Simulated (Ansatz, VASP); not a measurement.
NaCl in VASP and in Ansatz

Contents of POSCAR:

```
NaCl
1.0
    0.0000000000      2.8026988074      2.8026988074
    2.8026988074      0.0000000000      2.8026988074
    2.8026988074      2.8026988074      0.0000000000
Na Cl
1 1
Direct
    0.0000000000      0.0000000000      0.0000000000
    0.5000000000      0.5000000000      0.5000000000
```

INCAR.step1

```
SYSTEM = NaCl
ALGO     = Normal         ! electronic algorithm
EDIFF    = 1E-5           ! SCF threshold, eV
ENCUT    = 520            ! plane-wave cutoff, eV
GGA      = PE             ! functional
ISIF     = 2              ! what is computed and relaxed
ISMEAR   = 0              ! smearing method
LASPH    = .True.         ! aspherical terms in the spheres
LCHARG   = .False.        ! write CHGCAR
LREAL    = .False.        ! projectors in reciprocal space
LWAVE    = .True.         ! write WAVECAR
NBANDS   = 14             ! bands
NELM     = 80             ! most SCF steps
PREC     = Accurate       ! precision mode
SIGMA    = 0.01           ! smearing width, eV
```

File INCAR.step2:

```
SYSTEM = NaCl
AEXX     = 1.0            ! exact-exchange fraction
AGGAC    = 1.0          
ALDAC    = 1.0          
ALGO     = Normal         ! electronic algorithm
EDIFF    = 1E-6           ! SCF threshold, eV
ENCUT    = 520            ! plane-wave cutoff, eV
GGA      = PE             ! functional
HFSCREEN = 0.5            ! screening, 1/A
ISIF     = 2              ! what is computed and relaxed
ISMEAR   = 0              ! smearing method
ISTART   = 1            
LASPH    = .True.         ! aspherical terms in the spheres
LCHARG   = .False.        ! write CHGCAR
LHFCALC  = .True.         ! exact exchange
LREAL    = .False.        ! projectors in reciprocal space
LWAVE    = .False.        ! write WAVECAR
NBANDS   = 14             ! bands
NELM     = 80             ! most SCF steps
PREC     = Accurate       ! precision mode
PRECFOCK = Normal       
SIGMA    = 0.01           ! smearing width, eV
```

KPOINTS

```
k-points
0
Gamma
  4 4 4
  0 0 0
```

Input for Ansatz:

```yaml
crystal:
  lattice:
    - [0.0, 2.8026988074, 2.8026988074]
    - [2.8026988074, 0.0, 2.8026988074]
    - [2.8026988074, 2.8026988074, 0.0]
  atoms:
    - { symbol: Na, position: [0.0, 0.0, 0.0] }
    - { symbol: Cl, position: [0.5, 0.5, 0.5] }
kpoints:
  mp_grid: { grid: [4, 4, 4] }
hamiltonian:
  xc: { exchange: pbe, correlation: pbe, exx: { coeff: 1.0, omega: 0.5 } }
scf:
  occupations: { method: fixed }
  n_extra_bands: 4
output:
  forces: true
  stress: true
  eigenvalues: true
```

Alike in both runs: task single point; functional PBE-based screened hybrid with a share of 1.0 of exact exchange and HFSCREEN = 0.5; k mesh 4 × 4 × 4; no spin polarisation.

|  | VASP | Ansatz |
| --- | --- | --- |
| version | VASP 6.6.1 | Ansatz 0.2.0 |
| potentials or method | VASP PAW PBE potentials, release 64 (Na_pv, Cl) | plane waves |
| plane-wave cutoff (eV) | 520 | 420 |
| occupations | gaussian, width 0.01 eV | fixed |
| valence electrons in the cell | 14 | 16 |

|  | VASP | Ansatz | Ansatz less VASP |
| --- | --- | --- | --- |
| gap on the k mesh at the Fermi level (eV) | 8.16 | 8.21 | +0.050 |
| pressure (GPa) | -0.4 | -0.6 | -0.15 |

VASP's potentials were made for PBE, not for PBE-based screened hybrid. VASP's potentials hold 14 valence electrons a cell and Ansatz's 16, so a difference there can come from the potentials and not from the codes. Ansatz's warnings: stress exchange threshold loose, stress scf threshold loose.

The k mesh is coarse, so the values compare programs but aren't converged.
